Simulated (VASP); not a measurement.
# As (P6_3/mmc) in VASP: notebook

The runs below take As through single point, with LDA.

Program: VASP 6.6.1. These are calculated values, not measurements. Logs are shortened: lines on timing, memory, paths and dates and some standing lists are left out, and cuts for length are marked.

## (1) The cell of the first run

Symmetry: P6_3/mmc, No. 194, hexagonal system. The conventional cell has a = 3.014 Å, b = 3.014 Å, c = 4.597 Å, α = 90.00°, β = 90.00°, γ = 120.00°. Within 3.8 Å of As (site symmetry -6m2) lie 12 As at 2.88 to 3.01 Å.

This isn't the form of As at room conditions, which is rhombohedral.

## (2) Single point, LDA

INCAR

```
SYSTEM = As
  PREC = Accurate
  ENCUT = 520
  EDIFF = 1E-6
  ISMEAR = -1
  SIGMA = 0.1
  LREAL = .FALSE.
  LASPH = .TRUE.
  NELM = 60
  ALGO = Normal
  ISIF = 2
  LWAVE = .FALSE.
  LCHARG = .TRUE.
  LELF = .TRUE.
  LVHAR = .TRUE.
  NBANDS = 12
```

KPOINTS

```
regular mesh
0
G
  12 12 7
  0 0 0
```

POSCAR

```
As
1.0
    3.0140613111      0.0000000000      0.0000000000
   -1.5070306555      2.6102536640      0.0000000000
    0.0000000000      0.0000000000      4.5970931335
As
2
Direct
    0.3333333333      0.6666666667      0.2500000000
    0.6666666667      0.3333333333      0.7500000000
```

Potentials or basis: VASP PAW LDA potentials, release 64 (As).

The run is started by

```sh
$ cat potpaw_LDA.64/As/POTCAR > POTCAR
$ mpirun -np 1 vasp_std > vasp.out
```

OUTCAR:

```text
SYSTEM = As
   PREC = Accurate
   ENCUT = 520
   EDIFF = 1E-6
   ISMEAR = -1
   LREAL = .FALSE.
   LASPH = .TRUE.
   NELM = 60
   ISIF = 2

 ion  position               nearest neighbor table
   1  0.333  0.667  0.250-   2 2.88   2 2.88   2 2.88   2 2.88   2 2.88   2 2.88
   2  0.667  0.333  0.750-   1 2.88   1 2.88   1 2.88   1 2.88   1 2.88   1 2.88

  LATTYP: Found a hexagonal cell.
 ALAT       =     3.0140613111
 C/A-ratio  =     1.5252155345

  Lattice vectors:

 A1 = (   3.0140613111,   0.0000000000,   0.0000000000)
 A2 = (  -1.5070306555,   2.6102536640,   0.0000000000)
 A3 = (   0.0000000000,   0.0000000000,   4.5970931335)

Analysis of symmetry for initial positions (statically):
=====================================================================
 Subroutine PRICEL returns:
 Original cell was already a primitive cell.

 Routine SETGRP: Setting up the symmetry group for a
 hexagonal supercell.

 Subroutine GETGRP returns: Found 24 space group operations
 (whereof 12 operations were pure point group operations)
 out of a pool of 24 trial point group operations.

The static configuration has the point symmetry D_3d.
 The point group associated with its full space group is D_6h.

Analysis of symmetry for dynamics (positions and initial velocities):
=====================================================================
 Subroutine PRICEL returns:
 Original cell was already a primitive cell.

 Routine SETGRP: Setting up the symmetry group for a
 hexagonal supercell.

 Subroutine GETGRP returns: Found 24 space group operations
 (whereof 12 operations were pure point group operations)
 out of a pool of 24 trial point group operations.

The dynamic configuration has the point symmetry D_3d.
 The point group associated with its full space group is D_6h.

 Subroutine INISYM returns: Found 24 space group operations
 (whereof 12 operations are pure point group operations),
 and found     1 'primitive' translations

----------------------------------------------------------------------------------------

                                     Primitive cell

  volume of cell :      36.1675

  direct lattice vectors                    reciprocal lattice vectors
     3.014061311  0.000000000  0.000000000     0.331778254  0.191552264  0.000000000
    -1.507030655  2.610253664  0.000000000     0.000000000  0.383104529  0.000000000
     0.000000000  0.000000000  4.597093133     0.000000000  0.000000000  0.217528767

  length of vectors
     3.014061311  3.014061311  4.597093133     0.383104529  0.383104529  0.217528767

  position of ions in fractional coordinates (direct lattice)
     0.333333333  0.666666667  0.250000000
     0.666666667  0.333333333  0.750000000

  ion indices of the primitive-cell ions
   primitive index   ion index
                 1           1
                 2           2

----------------------------------------------------------------------------------------

 KPOINTS: regular mesh

Automatic generation of k-mesh.
 Grid dimensions read from file:
 generate k-points for:   12   12    7

 Generating k-lattice:

  Cartesian coordinates                     Fractional coordinates (reciprocal lattice)
     0.027648188  0.015962689  0.000000000     0.083333333 -0.000000000  0.000000000
     0.000000000  0.031925377  0.000000000     0.000000000  0.083333333  0.000000000
     0.000000000  0.000000000  0.031075538     0.000000000  0.000000000  0.142857143

  Length of vectors
     0.031925377  0.031925377  0.031075538

  Shift w.r.t. Gamma in fractional coordinates (k-lattice)
     0.000000000  0.000000000  0.000000000

 Subroutine IBZKPT returns following result:
 ===========================================

 Found     76 irreducible k-points:

 Following reciprocal coordinates:
            Coordinates               Weight
  0.000000  0.000000  0.000000      1.000000
  0.083333  0.000000  0.000000      6.000000
  0.166667  0.000000  0.000000      6.000000
  0.250000  0.000000  0.000000      6.000000
  0.333333  0.000000  0.000000      6.000000
  0.416667  0.000000  0.000000      6.000000
[... 16 lines left out ...]
  0.250000  0.000000  0.142857     12.000000
  0.333333  0.000000  0.142857     12.000000
 [... further k-points ...]
   k-points           NKPTS =     76   k-points in BZ     NKDIM =     76   number of bands    NBANDS=     12
   number of dos      NEDOS =    301   number of ions     NIONS =      2
   total plane-waves  NPLWV =  20736
   dimension x,y,z NGX =    24 NGY =   24 NGZ =   36
   dimension x,y,z NGXF=    48 NGYF=   48 NGZF=   72
   ions per type =               2
   NGX,Y,Z   is equivalent  to a cutoff of  13.24, 13.24, 13.02 a.u.
   NGXF,Y,Z  is equivalent  to a cutoff of  26.48, 26.48, 26.04 a.u.
 SYSTEM =  As
   PREC   = accura    normal or accurate (medium, high low for compatibility)
   ISTART =      0    job   : 0-new  1-cont  2-samecut
   ICHARG =      2    charge: 1-file 2-atom 10-const
   ISPIN  =      1    spin polarized calculation?
   LNONCOLLINEAR =      F non collinear calculations
   LSORBIT =      F    spin-orbit coupling
   LASPH  =      T    aspherical Exc in radial PAW
   ENCUT  =  520.0 eV  38.22 Ry    6.18 a.u.   5.60  5.60  8.55*2*pi/ulx,y,z
   NELM   =     60;   NELMIN=  2; NELMDL= -5     # of ELM steps
   EDIFF  = 0.1E-05   stopping-criterion for ELM
   LREAL  =      F    real-space projection
   EDIFFG = 0.1E-04   stopping-criterion for IOM
   NSW    =      0    number of steps for IOM
   IBRION =     -1    ionic relax: 0-MD 1-quasi-New 2-CG
   NFREE  =      0    steps in history (QN), initial steepest desc. (CG)
   ISIF   =      2    stress and relaxation
   ISYM   =      2    0-nonsym 1-usesym 2-fastsym
   POTIM  = 0.5000    time-step for ionic-motion
   TEBEG  =    0.0;   TEEND  =   0.0 temperature during run
   PSTRESS=    0.0 pullay stress
   NELECT =      10.0000    total number of electrons
   NUPDOWN=      -1.0000    fix difference up-down
   EMIN   =  10.00;   EMAX   =-10.00  energy-range for DOS
   EFERMI =   0.00;   METHOD = LEGACY
   ISMEAR =    -1;   SIGMA  =   0.10  broadening in eV -4-tet -1-fermi 0-gaus
   EFERMI_NEDOS =   21; number of points for ismear=-14 and -15
   IALGO  =     38    algorithm
   IMIX   =      4    mixing-type and parameters
     AMIX     =   0.40;   BMIX     =  1.00
     AMIX_MAG =   1.60;   BMIX_MAG =  1.00
  volume/ion in A,a.u.               =      18.08       122.04
  Fermi-wavevector in a.u.,A,eV,Ry     =   1.066519  2.015430 15.476135  1.137464
  Thomas-Fermi vector in A             =   2.202106
   LORBIT       =      0    0 simple, 1 ext, 2 COOP (PROOUT), +10 PAW based schemes
   GGA     = CA    functional components
   LHFCALC =     F    Hartree Fock is set to
   AEXX    =    0.0000 exact exchange contribution
   IVDW    =     0    specifies the selected vdW correction
   LEPSILON=     F    determine dielectric tensor
   LRPA    =     F    only Hartree local field effects (RPA)
 non-spin polarized calculation
  energy-cutoff  :      520.00
  volume of cell :       36.17
 maximum number of plane-waves:      1007
 NGX is ok and might be reduce to    24
   NGX = 11   NGY = 11   NGZ = 17

 number of electron      10.0000002 magnetization

 Free energy of the ion-electron system (eV)
  ---------------------------------------------------
  ext. energy  EPLUGINS =         0.00000000
  ---------------------------------------------------
  free energy    TOTEN  =        -9.90043317 eV

  energy without entropy =       -9.86732849  energy(sigma->0) =       -9.88388083

 E-fermi :   7.1354     XC(G=0): -11.1102

 val. band max:        7.0916346214   @ k =   0.3333   0.1667   0.2857
 cond. band min:       7.1922374120   @ k =   0.1667   0.1667   0.4286
 fundamental gap:      0.1006027906
 Fermi energy:         7.1354415348

 k-point     1 :       0.0000    0.0000    0.0000
  band No.  band energies     occupation
      1      -8.4609      2.00000
      2      -2.9392      2.00000
      3       0.2436      2.00000
      4      10.4882      0.00000
      5      10.4882      0.00000
      6      12.5711      0.00000
      7      12.5711      0.00000
      8      14.2316      0.00000
      9      15.8243      0.00000
     10      18.7162      0.00000
     11      19.2791      0.00000
     12      19.2791      0.00000

 k-point     2 :       0.0833    0.0000    0.0000
  band No.  band energies     occupation
      1      -8.3175      2.00000
      2      -2.8208      2.00000
      3       0.3906      2.00000
      4       9.1933      0.00000
      5      10.0133      0.00000
      6      11.9531      0.00000
      7      12.7277      0.00000
      8      13.9177      0.00000
      9      16.5461      0.00000
     10      17.8956      0.00000
     11      19.4365      0.00000
     12      20.5156      0.00000

 k-point     3 :       0.1667    0.0000    0.0000
  band No.  band energies     occupation
      1      -7.8892      2.00000
      2      -2.4804      2.00000
      3       0.8283      2.00000
      4       6.8453      1.89584
      5       9.1241      0.00000
      6      10.4469      0.00000
      7      12.6999      0.00000
      8      12.9381      0.00000
      9      15.4395      0.00000
     10      19.1687      0.00000
     11      19.2930      0.00000
     12      20.3394      0.00000
[... 286 lines left out ...]
 k-point    23 :       0.2500    0.0000    0.1429
  band No.  band energies     occupation
      1      -7.0469      2.00000
      2      -2.6753      2.00000
      3       2.3501      2.00000
      4       4.7883      2.00000
      5       8.0547      0.00020
      6       8.4070      0.00001
      7      11.5321      0.00000
      8      11.9838      0.00000
      9      14.2504      0.00000
     10      17.2514      0.00000
     11      19.0185      0.00000
     12      19.9050      0.00000

 k-point    24 :       0.3333    0.0000    0.1429
  band No.  band energies     occupation
      1      -6.0907      2.00000
      2      -2.0721      2.00000
      3       2.0665      2.00000
      4       4.0101      2.00000
      5       6.0499      1.99996
      6       7.7535      0.00413
      7      10.1565      0.00000
      8      11.5227      0.00000
      9      13.1888      0.00000
     10      16.3184      0.00000
     11      18.9842      0.00000
     12      19.4048      0.00000

 [... further k-points ...]

------------------------ aborting loop because EDIFF is reached ----------------------------------------

  FORCE on cell =-STRESS in cart. coord.  units (eV):
  Direction    XX          YY          ZZ          XY          YZ          ZX
  --------------------------------------------------------------------------------------
  -------------------------------------------------------------------------------------
  Total        0.0618530      0.0618530      0.0722309      0.0000000      0.0000000      0.0000000
  in kB        2.7400188      2.7400188      3.1997457      0.0000000      0.0000000      0.0000000
  external PRESSURE =       2.8932611 kB  Pullay stress =       0.0000000 kB

 VOLUME and BASIS-vectors are now :
 -----------------------------------------------------------------------------
  energy-cutoff  :      520.00
  volume of cell :       36.17
      direct lattice vectors                 reciprocal lattice vectors
     3.014061311  0.000000000  0.000000000     0.331778254  0.191552264  0.000000000
    -1.507030655  2.610253664  0.000000000     0.000000000  0.383104529  0.000000000
     0.000000000  0.000000000  4.597093133     0.000000000  0.000000000  0.217528767

 POSITION                                       TOTAL-FORCE (eV/Angst)
 -----------------------------------------------------------------------------------
     -0.00000      1.74017      1.14927         0.000000     -0.000000      0.000000
      1.50703      0.87008      3.44782        -0.000000      0.000000      0.000000
 -----------------------------------------------------------------------------------
    total drift:                               -0.000000      0.000000      0.000000

  FREE ENERGIE OF THE ION-ELECTRON SYSTEM (eV)
  ---------------------------------------------------
  free  energy   TOTEN  =        -9.9004331748 eV

  energy  without entropy=       -9.8673284900  energy(sigma->0) =       -9.88388083
```

Run time: 25 s. Hardware: 1 thread of Intel Xeon 8259CL, shared host; peak memory 0.15 GiB.

What came out:

```yaml
Free_energy: -9.9004 eV
Pressure: 0.3 GPa
Band_gap_on_the_k_mesh: zero (bands 5 and 6 overlap by 7.57 eV)
```

Levels at points of the mesh, in eV from the Fermi level:
```
           k point  band 2  band 3  band 4  band 5  band 6  band 7  band 8  band 9
(0.00, 0.00, 0.00)  -10.07   -6.89    3.35    3.35    5.44    5.44    7.10    8.69
(0.50, 0.00, 0.00)   -9.73   -4.74   -2.97   -2.78   -0.23   -0.07    4.38    4.98
```

## (3) Single point, LDA (15.91 Å³/atom)

This run uses another cell than the first one, of 15.91 Å³/atom.

INCAR

```
SYSTEM = As
PREC = Accurate
ENCUT = 520
EDIFF = 1E-6
ISMEAR = -1
SIGMA = 0.1
LREAL = .False.
LASPH = .True.
NELM = 60
ALGO = Normal
ISIF = 2
LWAVE = .False.
LCHARG = .False.
GGA = CA
NBANDS = 12
```

KPOINTS

```
regular mesh
0
Gamma
  14 14 8
  0 0 0
```

POSCAR

```
As
1.0
    2.8883266433      0.0000000000      0.0000000000
   -1.4441633216      2.5013642475      0.0000000000
    0.0000000000      0.0000000000      4.4053206649
As
2
Direct
    0.3333333333      0.6666666667      0.2500000000
    0.6666666667      0.3333333333      0.7500000000
```

Potentials or basis: VASP PAW LDA potentials, release 64 (As).

The run is started by

```sh
$ cat potpaw_LDA.64/As/POTCAR > POTCAR
$ mpirun -np 1 vasp_std > vasp.out
```

Run time: 38 s. Hardware: 1 thread of Intel Xeon 8259CL, shared host; peak memory 0.16 GiB.

The run converged. Its results:

```yaml
Free_energy: -9.6693 eV
Pressure: 16.4 GPa
Band_gap_on_the_k_mesh: zero (bands 5 and 6 overlap by 9.47 eV)
```

Stress tensor (GPa, compression positive):
```
16.62  0.00  0.00
 0.00 16.62  0.00
 0.00  0.00 16.02
```

Levels at points of the mesh, in eV from the Fermi level:
```
           k point  band 3  band 4  band 5  band 6  band 7  band 8
(0.00, 0.00, 0.00)   -7.87    3.95    3.95    6.34    6.34    8.45
(0.50, 0.00, 0.00)   -4.82   -3.26   -3.23   -0.51   -0.08    4.86
(0.00, 0.00, 0.50)    0.25    0.25    5.21    5.21    5.21    5.21
(0.50, 0.00, 0.50)   -7.39   -7.39    1.76    1.76    3.11    3.11
```

Caveat: the cell stands under pressure.

## (4) Single point, LDA (16.64 Å³/atom)

This run uses another cell than the first one, of 16.64 Å³/atom.

INCAR

```
SYSTEM = As
PREC     = Accurate       ! precision mode
ENCUT    = 520            ! plane-wave cutoff, eV
EDIFF    = 1E-7           ! SCF threshold, eV
ISMEAR   = -1             ! smearing method
SIGMA    = 0.1            ! smearing width, eV
LREAL    = .FALSE.        ! projectors in reciprocal space
LASPH    = .TRUE.         ! aspherical terms in the spheres
NELM     = 60             ! most SCF steps
ALGO     = Normal         ! electronic algorithm
ISIF     = 2              ! what is computed and relaxed
LWAVE    = .FALSE.        ! write WAVECAR
LCHARG   = .TRUE.         ! write CHGCAR
GGA      = CA             ! functional
LELF     = .TRUE.         ! ELF
LVHAR    = .TRUE.       
NBANDS   = 12             ! bands
```

KPOINTS

```
Automatic mesh
0
G
  14 14 8
  0 0 0
```

POSCAR

```
As
1.0
    2.9314423527      0.0000000000      0.0000000000
   -1.4657211763      2.5387035472      0.0000000000
    0.0000000000      0.0000000000      4.4710814147
As
2
Direct
    0.3333333333      0.6666666667      0.2500000000
    0.6666666667      0.3333333333      0.7500000000
```

The run is started by

```sh
$ cat potpaw_LDA.64/As/POTCAR > POTCAR
$ mpirun -np 1 vasp_std > vasp.out
```

Wall time 49 s (1 thread of Intel Xeon 8259CL, shared host); peak memory 0.17 GiB.

Results (log left out):

- Free energy: -9.7873 eV
- Pressure: 9.9 GPa
- Band gap on the k mesh: zero (bands 5 and 6 overlap by 8.96 eV)

Stress tensor (GPa, compression positive):
```
10.15  0.00  0.00
 0.00 10.15  0.00
 0.00  0.00  9.47
```

Levels at points of the mesh, in eV from the Fermi level:
```tsv
k point	band 1	band 2	band 3	band 4	band 5	band 6	band 7	band 8	band 9	band 10
(0.00, 0.00, 0.00)	-16.41	-10.23	-7.51	3.74	3.74	6.03	6.03	7.97	9.18	11.93
(0.50, 0.00, 0.00)	-11.79	-10.04	-4.81	-3.15	-3.06	-0.39	-0.07	4.89	4.91	10.02
(0.00, 0.00, 0.50)	-14.58	-14.58	0.18	0.18	4.93	4.93	4.93	4.93	10.80	10.80
(0.50, 0.00, 0.50)	-10.36	-10.36	-7.05	-7.05	1.69	1.69	2.93	2.93	7.60	7.60
```

Caveat: the cell stands under pressure.

(Continued in part 2 of 2.)
